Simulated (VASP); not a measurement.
**Pt: single point with LDA**

Pt:

```xyz
1
Lattice="-1.7210 1.7210 1.3424 1.7210 -1.7210 1.3424 1.7210 1.7210 -1.3424" Properties=species:S:1:pos:R:3 pbc="T T T"
Pt    0.0000    0.0000    0.0000
```

This cell differs from its parent crystal: ratio of the length along z to the lengths across it x 0.78, volume and fractional coordinates fixed.

| Quantity | Value |
| --- | --- |
| Program | VASP 6.6.1 |
| Task | single point |
| Functional | LDA |
| Potentials or basis | VASP PAW LDA potentials, release 64 (Pt_sv_GW) |
| Cutoff | 570 eV |
| k mesh | 24 × 24 × 24 |
| Occupations | gaussian, width 0.15 eV |
| Spin | no spin polarisation |
| Dipole correction | no |
| Further INCAR settings | ALGO = Normal; EDIFF = 1e-06; NBANDS = 15 |

| Item | Value |
| --- | --- |
| Pressure | -15.3 GPa |
| Band gap on the k mesh | zero (bands 9 and 10 overlap by 1.98 eV) |

Stress tensor (GPa, compression positive):
```
-17.37   0.00   0.00
  0.00 -17.37   0.00
  0.00   0.00 -11.21
```

Levels at points of the mesh, in eV from the Fermi level:
| k point | band 7 | band 8 | band 9 | band 10 | band 11 | band 12 |
| --- | --- | --- | --- | --- | --- | --- |
| (0.00, 0.00, 0.00) | -3.39 | -2.45 | -2.45 | -0.29 | 15.35 | 15.35 |
| (0.50, 0.00, 0.00) | -1.52 | 0.42 | 0.51 | 0.99 | 7.27 | 12.50 |
| (0.50, 0.50, 0.00) | -3.14 | -1.53 | -0.77 | 0.56 | 4.70 | 15.36 |
| (0.50, 0.50, 0.50) | 0.22 | 0.22 | 0.72 | 5.19 | 5.19 | 11.01 |

It took 2 min on 1 thread of Intel(R) Xeon(R) Platinum 8259CL CPU @ 2.50GHz (Skylake/Cascade Lake), on a shared host, peak memory 0.38 GiB.

Caveat: the stress differs along the axes, from -17 to -11 GPa; spin-orbit coupling is left out, which moves the levels of the heavy elements.
